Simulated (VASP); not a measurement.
# TiAl (Pm-3m) in VASP: further runs, part 2 of 2

VASP 6.6.1. Earlier steps stand in the parts before.

## 6. Vibrations by perturbation theory, PBEsol

Contents of INCAR:

```
SYSTEM = TiAl
PREC = Accurate ; ENCUT = 520
EDIFF = 1E-8 ; ISMEAR = -1
SIGMA = 0.05 ; LREAL = .FALSE.
LASPH = .TRUE. ; NELM = 60
ALGO = Fast ; ISIF = 2
LWAVE = .FALSE. ; LCHARG = .TRUE.
GGA = PS ; NBANDS = 14
IBRION = 8 ; NSW = 1
```

Contents of KPOINTS:

```
regular mesh
0
G
  6 6 6
  0 0 0
```

Contents of POSCAR:

```
TiAl
1.0
    3.1790640000      0.0000000000      0.0000000000
    0.0000000000      3.1790640000      0.0000000000
    0.0000000000      0.0000000000      3.1790640000
Ti Al
1 1
Direct
    0.0000000000      0.0000000000      0.0000000000
    0.5000000000      0.5000000000      0.5000000000
```

Potentials or basis: VASP PAW PBE potentials, release 64 (Ti_sv, Al).

Command:

```
> cat potpaw_PBE.64/Ti_sv/POTCAR potpaw_PBE.64/Al/POTCAR > POTCAR
> mpirun -np 1 vasp_std > vasp.out
```

OUTCAR:

```text
SYSTEM = TiAl
   PREC = Accurate
   ENCUT = 520
   EDIFF = 1E-8
   ISMEAR = -1
   LREAL = .FALSE.
   LASPH = .TRUE.
   NELM = 60
   ISIF = 2
   GGA = PS
   IBRION = 8
   NSW = 1

 ion  position               nearest neighbor table
   1  0.000  0.000  0.000-   2 2.75   2 2.75   2 2.75   2 2.75   2 2.75   2 2.75   2 2.75   2 2.75

   2  0.500  0.500  0.500-   1 2.75   1 2.75   1 2.75   1 2.75   1 2.75   1 2.75   1 2.75   1 2.75

  LATTYP: Found a simple cubic cell.
 ALAT       =     3.1790640000

  Lattice vectors:

 A1 = (   3.1790640000,   0.0000000000,   0.0000000000)
 A2 = (   0.0000000000,   3.1790640000,   0.0000000000)
 A3 = (   0.0000000000,   0.0000000000,   3.1790640000)

Analysis of symmetry for initial positions (statically):
=====================================================================
 Subroutine PRICEL returns:
 Original cell was already a primitive cell.

 Routine SETGRP: Setting up the symmetry group for a
 simple cubic supercell.

 Subroutine GETGRP returns: Found 48 space group operations
 (whereof 48 operations were pure point group operations)
 out of a pool of 48 trial point group operations.

The static configuration has the point symmetry O_h .

Analysis of symmetry for dynamics (positions and initial velocities):
=====================================================================
 Subroutine PRICEL returns:
 Original cell was already a primitive cell.

 Routine SETGRP: Setting up the symmetry group for a
 simple cubic supercell.

 Subroutine GETGRP returns: Found 48 space group operations
 (whereof 48 operations were pure point group operations)
 out of a pool of 48 trial point group operations.
[... 518 lines left out ...]
    total drift:                                0.000000      0.000000      0.000000

  FREE ENERGIE OF THE ION-ELECTRON SYSTEM (eV)
  ---------------------------------------------------
  free  energy   TOTEN  =       -12.9724271234 eV

  energy  without entropy=      -12.9526090633  energy(sigma->0) =      -12.96251809

[... ionic steps 2 to 3 ...]

--------------------------------------- Ionic step        4  -------------------------------------------

------------------------ aborting loop because EDIFF is reached ----------------------------------------

[... ionic steps 5 to 6 ...]

--------------------------------------- Ionic step        7  -------------------------------------------

 Free energy of the ion-electron system (eV)
  ---------------------------------------------------
  ---------------------------------------------------
  free energy    TOTEN  =        -0.00607505 eV

  energy without entropy =       -0.00607504

------------------------ aborting loop because EDIFF is reached ----------------------------------------

 INTERNAL STRAIN TENSOR  FOR ION    2  DIRECTION 1   (eV/Angst):
 -----------------------------------------------------------------------------
    -0.05878  0.00000 -0.00000
     0.00000  0.02968  0.00000
    -0.00000  0.00000  0.02968

 INTERNAL STRAIN TENSOR FOR ION    2 for displacements in x,y,z  (eV/Angst):
          X           Y           Z          XY          YZ          ZX
  --------------------------------------------------------------------------------
  x     0.00000     0.00000     0.00000     0.00000     0.00000     0.00000
  y     0.00000     0.00000     0.00000     0.00000     0.00000     0.00000
  z     0.00000     0.00000     0.00000     0.00000     0.00000     0.00000

 SECOND DERIVATIVES (NOT SYMMETRIZED)
 ------------------------------------
               1X          1Y          1Z          2X          2Y          2Z
  1X    -6.171683    0.000000    0.000000    6.171683   -0.000000   -0.000000
  1Y    -0.000000   -6.171683    0.000000    0.000000    6.171683   -0.000000
  1Z    -0.000000   -0.000000   -6.171683    0.000000    0.000000    6.171683
  2X     6.163647   -0.000000    0.000000   -6.163647    0.000000    0.000000
  2Y    -0.000000    6.163647    0.000000    0.000000   -6.163647   -0.000000
  2Z     0.000000    0.000000    6.163647   -0.000000    0.000000   -6.163647

 Eigenvectors and eigenvalues of the dynamical matrix
 ----------------------------------------------------

   1 f  =    9.345302 THz    58.718267 2PiTHz  311.725735 cm-1    38.649048 meV
             X         Y         Z           dx          dy          dz
      0.000000  0.000000  0.000000     0.000000    0.600596    0.000000
      1.589532  1.589532  1.589532     0.000000   -0.799553    0.000000
[... 21 lines left out ...]
   6 f/i=    0.002923 THz     0.018369 2PiTHz    0.097515 cm-1     0.012090 meV
             X         Y         Z           dx          dy          dz
      0.000000  0.000000  0.000000     0.790866    0.110072    0.041241
      1.589532  1.589532  1.589532     0.594070    0.082682    0.030979

--------------------------------------------------------------------------------------------------------

 ELASTIC MODULI CONTR FROM IONIC RELAXATION (kBar)
 Direction    XX          YY          ZZ          XY          YZ          ZX
 --------------------------------------------------------------------------------
 XX           0.0000      0.0000      0.0000      0.0000      0.0000      0.0000
 YY           0.0000      0.0000      0.0000      0.0000      0.0000      0.0000
 ZZ           0.0000      0.0000      0.0000      0.0000      0.0000      0.0000
 XY           0.0000      0.0000      0.0000      0.0000      0.0000      0.0000
 YZ           0.0000      0.0000      0.0000      0.0000      0.0000      0.0000
 ZX           0.0000      0.0000      0.0000      0.0000      0.0000      0.0000
 --------------------------------------------------------------------------------
```

OSZICAR:

```text
N       E                     dE             d eps       ncg     rms          rms(c)
DAV:   1     0.950294693490E+02    0.95029E+02   -0.70662E+03   560   0.109E+03
DAV:   2    -0.961167196486E+01   -0.10464E+03   -0.10098E+03   602   0.298E+02
DAV:   3    -0.145841496624E+02   -0.49725E+01   -0.48878E+01   820   0.629E+01
[... 79 lines left out ...]
RMM:   7    -0.607470260782E-02    0.11004E-05   -0.33469E-07  2305   0.292E-03    0.212E-04
RMM:   8    -0.607538219996E-02   -0.67959E-06   -0.59923E-08  2310   0.129E-03    0.597E-05
RMM:   9    -0.607515456381E-02    0.22764E-06   -0.16949E-08  2403   0.541E-04    0.221E-05
RMM:  10    -0.607507906888E-02    0.75495E-07   -0.98318E-09  2563   0.227E-04    0.160E-05
RMM:  11    -0.607504490794E-02    0.34161E-07   -0.66231E-09  2377   0.958E-05    0.263E-05
RMM:  12    -0.607504570358E-02   -0.79564E-09   -0.56723E-09  2391   0.585E-05    0.599E-06
 Linear response finished
```

stdout:

```text
POSCAR found type information on POSCAR TiAl
 POSCAR found :  2 types and       2 ions
 scaLAPACK will be used
 -----------------------------------------------------------------------------
|                                                                             |
|                                                                             |
|     You enforced a specific xc type in the INCAR file but a different       |
[... 24 lines left out ...]
 Linear response reoptimize wavefunctions to high precision
 Linear response DOF=           2
 Linear response progress:
 first order change of Fermi-energy   0.16693E-02
 force on displaced ion       1 direction 1 :  -6.172   0.000  -0.000
 Linear response progress:
 first order change of Fermi-energy  -0.10796E-03
 force on displaced ion       2 direction 1 :  -6.164   0.000  -0.000
 Linear response finished
```

Run time: 2 min. Hardware: 1 thread of Intel Xeon 8259CL, shared host; peak memory 0.18 GiB.

Results:

| Item | Value |
| --- | --- |
| Highest phonon frequency at Γ | 312 cm⁻¹ |

Phonon frequencies in cm⁻¹ (negative: imaginary):
```
              q point        frequencies
(0.000, 0.000, 0.000)  0 0 0 312 312 312
```

Caveat: the cell stands under pressure or tension, which shifts response properties; the PAW data sets were made with another functional, which shifts forces and pressure a little.

## 7. Elastic constants, PBEsol

Contents of INCAR:

```
SYSTEM = TiAl
PREC = Accurate
ENCUT = 600
EDIFF = 1E-8
ISMEAR = -1
SIGMA = 0.05
LREAL = .FALSE.
LASPH = .TRUE.
NELM = 100
ALGO = Normal
ISIF = 3
LWAVE = .FALSE.
LCHARG = .FALSE.
GGA = PS
NBANDS = 14
IBRION = 6
NFREE = 2
POTIM = 0.015
NSW = 1
```

Contents of KPOINTS:

```
Automatic mesh
0
G
  6 6 6
  0 0 0
```

POSCAR is that of step 6.

Potentials or basis: VASP PAW PBE potentials, release 64 (Ti_sv, Al).

Command:

```
> cat potpaw_PBE.64/Ti_sv/POTCAR potpaw_PBE.64/Al/POTCAR > POTCAR
> mpirun -np 1 vasp_std > vasp.out
```

OUTCAR:

```text
SYSTEM = TiAl
   PREC = Accurate
   ENCUT = 600
   EDIFF = 1E-8
   ISMEAR = -1
   LREAL = .FALSE.
   LASPH = .TRUE.
   NELM = 100
   ISIF = 3
   GGA = PS
   IBRION = 6
   NFREE = 2
   POTIM = 0.015
   NSW = 1

 ion  position               nearest neighbor table
   1  0.000  0.000  0.000-   2 2.75   2 2.75   2 2.75   2 2.75   2 2.75   2 2.75   2 2.75   2 2.75

   2  0.500  0.500  0.500-   1 2.75   1 2.75   1 2.75   1 2.75   1 2.75   1 2.75   1 2.75   1 2.75

  LATTYP: Found a simple cubic cell.
 ALAT       =     3.1790640000

  Lattice vectors:

 A1 = (   3.1790640000,   0.0000000000,   0.0000000000)
 A2 = (   0.0000000000,   3.1790640000,   0.0000000000)
 A3 = (   0.0000000000,   0.0000000000,   3.1790640000)

Analysis of symmetry for initial positions (statically):
=====================================================================
[... 826 lines left out ...]
  y     0.00000     0.00000     0.00000     0.00000     0.00000     0.00000
  z     0.00000     0.00000     0.00000     0.00000     0.00000     0.00000

 INTERNAL STRAIN TENSOR FOR ION    2 for displacements in x,y,z  (eV/Angst):
          X           Y           Z          XY          YZ          ZX
  --------------------------------------------------------------------------------
  x     0.00000     0.00000     0.00000     0.00000     0.00000     0.00000
  y     0.00000     0.00000     0.00000     0.00000     0.00000     0.00000
  z     0.00000     0.00000     0.00000     0.00000     0.00000     0.00000

 Eigenvectors and eigenvalues of the dynamical matrix
 ----------------------------------------------------

   1 f  =    9.343001 THz    58.703804 2PiTHz  311.648953 cm-1    38.639528 meV
             X         Y         Z           dx          dy          dz
      0.000000  0.000000  0.000000    -0.000000   -0.600471   -0.000000
      1.589532  1.589532  1.589532    -0.000000    0.799647    0.000000
[... 21 lines left out ...]
   6 f/i=    0.001464 THz     0.009196 2PiTHz    0.048822 cm-1     0.006053 meV
             X         Y         Z           dx          dy          dz
      0.000000  0.000000  0.000000     0.000000    0.000000   -0.799647
      1.589532  1.589532  1.589532     0.000000    0.000000   -0.600471

--------------------------------------------------------------------------------------------------------

 ELASTIC MODULI CONTR FROM IONIC RELAXATION (kBar)
 Direction    XX          YY          ZZ          XY          YZ          ZX
 --------------------------------------------------------------------------------
 XX           0.0000      0.0000      0.0000      0.0000      0.0000      0.0000
 YY           0.0000      0.0000      0.0000      0.0000      0.0000      0.0000
 ZZ           0.0000      0.0000      0.0000      0.0000      0.0000      0.0000
 XY           0.0000      0.0000      0.0000      0.0000      0.0000      0.0000
 YZ           0.0000      0.0000      0.0000      0.0000      0.0000      0.0000
 ZX           0.0000      0.0000      0.0000      0.0000      0.0000      0.0000
 --------------------------------------------------------------------------------

 TOTAL ELASTIC MODULI (kBar)
 Direction    XX          YY          ZZ          XY          YZ          ZX
 --------------------------------------------------------------------------------
 XX         807.3003   1264.2774   1264.2774     -0.0000      0.0000      0.0000
 YY        1264.2774    807.3003   1264.2774     -0.0000     -0.0000     -0.0000
 ZZ        1264.2774   1264.2774    807.3003     -0.0000     -0.0000      0.0000
 XY          -0.0000     -0.0000     -0.0000    733.4397      0.0000      0.0000
 YZ           0.0000     -0.0000     -0.0000      0.0000    733.4397      0.0000
 ZX           0.0000     -0.0000      0.0000      0.0000      0.0000    733.4397
 --------------------------------------------------------------------------------
```

stdout:

```text
POSCAR found type information on POSCAR TiAl
 POSCAR found :  2 types and       2 ions
 scaLAPACK will be used
 -----------------------------------------------------------------------------
|                                                                             |
|                                                                             |
|     You enforced a specific xc type in the INCAR file but a different       |
|     I HOPE YOU KNOW WHAT YOU ARE DOING!                                     |
|                                                                             |
[... 33 lines left out ...]
 Finite differences progress:
 bond charge predicted
 Finite differences progress:
 bond charge predicted
 Finite differences progress:
 bond charge predicted
 Finite differences progress:
 bond charge predicted
 Finite differences progress:
 bond charge predicted
 Finite differences progress:
```

Wall time 9.7 min (1 thread of Intel Xeon 8259CL, shared host); peak memory 0.23 GiB.

What came out:

- Elastic constants C11, C12, C44: 81, 126, 73 GPa
- Voigt bulk modulus: 111 GPa
- Highest phonon frequency at Γ: 312 cm⁻¹

Phonon frequencies in cm⁻¹ (negative: imaginary):
| q point | frequencies |
| --- | --- |
| (0.000, 0.000, 0.000) | 0 0 0 312 312 312 |

Elastic tensor in Voigt notation (GPa, in the Cartesian axes of the cell as first typed):
```
 81 126 126   0   0   0
126  81 126   0   0   0
126 126  81   0   0   0
  0   0   0  73   0   0
  0   0   0   0  73   0
  0   0   0   0   0  73
```

Clamped-ion elastic tensor (GPa):
```
 81 126 126   0   0   0
126  81 126   0   0   0
126 126  81   0   0   0
  0   0   0  73   0   0
  0   0   0   0  73   0
  0   0   0   0   0  73
```

Caveat: the cell is under stress, which shifts elastic constants; the elastic tensor has a negative eigenvalue, so either the cell is unstable as it stands or the mesh is too thin; the PAW data sets were made with another functional, which shifts forces and pressure a little.

## 8. Overview

```csv
task,level,potentials or basis,k mesh,cutoff (eV),smearing,tolerance level,purpose,route,dipole correction,ions in elastic constants,pressure (GPa)
band structure,revPBE,"VASP PAW PBE potentials, release 64 (Ti_sv, Al)",9 × 9 × 9,320,methfessel-paxton 0.1 eV,screening,bands,KPOINTS_OPT,-,-,2.4
band structure,revPBE,"VASP PAW PBE potentials, release 64 (Ti_sv, Al)",14 × 14 × 14,550,methfessel-paxton 0.05 eV,screening,bands,KPOINTS_OPT,-,-,2.6
equation of state,PBEsol,"VASP PAW PBE potentials, release 64 (Ti_sv_GW, Al_GW)",10 × 10 × 10,620,methfessel-paxton 0.1 eV,standard,choice of potentials,-,-,-,-
elastic constants,PBEsol+D3(BJ),"VASP PAW PBE potentials, release 64 (Ti_sv, Al)",6 × 6 × 6,600,methfessel-paxton 0.1 eV,-,-,-,no,relaxed,-
vibrations by perturbation theory,PBEsol,"VASP PAW PBE potentials, release 64 (Ti_sv, Al)",6 × 6 × 6,520,fermi-dirac 0.05 eV,-,-,-,no,-,-
elastic constants,PBEsol,"VASP PAW PBE potentials, release 64 (Ti_sv, Al)",6 × 6 × 6,600,fermi-dirac 0.05 eV,-,-,-,no,relaxed,-
```

Alike in all rows: no spin polarisation; cell as given.

Caveats: the PAW data sets were made with another functional, which shifts forces and pressure a little; the cell is under stress, which shifts elastic constants (at least some runs); the elastic tensor has a negative eigenvalue, so either the cell is unstable as it stands or the mesh is too thin (at least some runs); the cutoff is under 1.25 times the usual one of these potentials, so pressure, stress and relaxed cells hold a basis-set (Pulay) error (at least some runs); the cell stands under pressure or tension, which shifts response properties (at least some runs).

Absolute energies hang on the potentials; compare differences alone.
